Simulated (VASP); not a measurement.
## LiF: single point with PBE

Crystal: LiF.

```
Li F
1.0
     0.00000    2.05393    2.05393
     2.05393    0.00000    2.05393
     2.05393    2.05393    0.00000
Li F
1 1
Direct
  0.00000 0.00000 0.00000
  0.50000 0.50000 0.50000
```

This cell differs from its parent crystal: volume scaled by 1.03.

```json
{"Program": "VASP 6.6.1", "Task": "single point", "Functional": "PBE", "Potentials or basis": "VASP PAW PBE potentials, release 64 (Li_sv, F)", "Cutoff": "750 eV", "k mesh": "10 × 10 × 10", "Occupations": "gaussian, width 0.02 eV", "Spin": "no spin polarisation"}
```

The pressure is -2.5 GPa and the band gap on the k mesh is 8.57 eV, direct.

Levels at points of the mesh, in eV from the valence-band top:
| k point | band 1 | band 2 | band 3 | band 4 | band 5 | band 6 | band 7 | band 8 | band 9 | band 10 |
| --- | --- | --- | --- | --- | --- | --- | --- | --- | --- | --- |
| (0.00, 0.00, 0.00) | -41.05 | -19.82 | 0.00 | 0.00 | 0.00 | 8.57 | 23.20 | 23.20 | 23.20 | 23.75 |
| (0.50, 0.00, 0.00) | -41.00 | -19.42 | -2.35 | -0.21 | -0.21 | 10.47 | 16.04 | 18.43 | 18.43 | 29.30 |
| (0.50, 0.50, 0.00) | -40.99 | -19.20 | -2.76 | -0.91 | -0.91 | 14.27 | 16.20 | 16.73 | 19.55 | 19.55 |

Run time: 26 s on 1 thread of Intel Xeon 8259CL, with other jobs on the host, peak memory 0.16 GiB.

 A k mesh can miss the band edges.
